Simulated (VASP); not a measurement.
Set up this calculation in VASP 6.6.1, as the native input.

```yaml
Task: single point
Functional: PBE
Potentials_or_basis: VASP PAW PBE potentials, release 64 (Sr_sv, Al, O)
Cutoff: 520 eV
k_mesh: 6 × 6 × 1
Occupations: gaussian, width 0.1 eV
Spin: collinear spin, ferromagnetic start
Starting_moments: "[0.0, 0.0, 0.0, 0.0, 0.0, 1.0, 1.0, 1.0, 1.0, 1.0] μB"
Dipole_correction: no
Further_INCAR_settings: ALGO = Normal; EDIFF = 1e-06; NBANDS = 52
```

The structure of Sr4AlO5 lies in POSCAR:

```
Sr4AlO5
1.0
    3.5349284900      0.0000000000      0.0000000000
   -1.7674642400      3.0613378700      0.0000000000
    0.0000000000      0.0000000000     15.9134683000
Sr Al O
4 1 5
Direct
    0.6666666700      0.3333333300      0.1062209200
    0.3333333300      0.6666666700      0.4688954100
    0.0000000000      0.0000000000      0.6813372400
    0.3333333300      0.6666666700      0.8937790800
    0.3333333300      0.6666666700      0.3282556800
    0.0000000000      0.0000000000      0.0000000000
    0.3333333300      0.6666666700      0.2124418400
    0.0000000000      0.0000000000      0.3626744900
    0.6666666700      0.3333333300      0.5751163300
    0.6666666700      0.3333333300      0.7875581600
```

The input as run:

INCAR

```
PREC = Accurate
ENCUT = 520
EDIFF = 1E-6
ISMEAR = 0
SIGMA = 0.1
LREAL = F
LASPH = T
NELM = 150
ALGO = Normal
ISIF = 2
LWAVE = F
LCHARG = F
ISPIN = 2
MAGMOM = 0 0 0 0 0 1 1 1 1 1
LORBIT = 11
GGA = PE
NBANDS = 52
```

KPOINTS

```
regular mesh
0
Gamma
  6 6 1
```

Potentials or basis: VASP PAW PBE potentials, release 64 (Sr_sv, Al, O).

The run is started by

```bash
$ cat potpaw_PBE.64/Sr_sv/POTCAR potpaw_PBE.64/Al/POTCAR potpaw_PBE.64/O/POTCAR > POTCAR
$ mpirun -np 1 vasp_std > vasp.out
```

Results of the run:

- Pressure: -1.7 GPa
- Largest force: 10.008 eV/Å
- Net moment: 0.00 μB per cell
- Valence electrons inside the program's atomic spheres: Sr 8.01, 8.27, 8.03 (each value once); Al 0.74; O 4.94, 4.98, 4.96, 4.92 (each value once)

Caveat: the k points lie up to 0.39 Å⁻¹ apart; forces of over 1 eV/Å act on the atoms, so gaps and moduli don't describe the material at rest.

It took 3 min on 1 thread of Intel(R) Xeon(R) Platinum 8488C (Sapphire Rapids), on a shared host, peak memory 0.41 GiB.
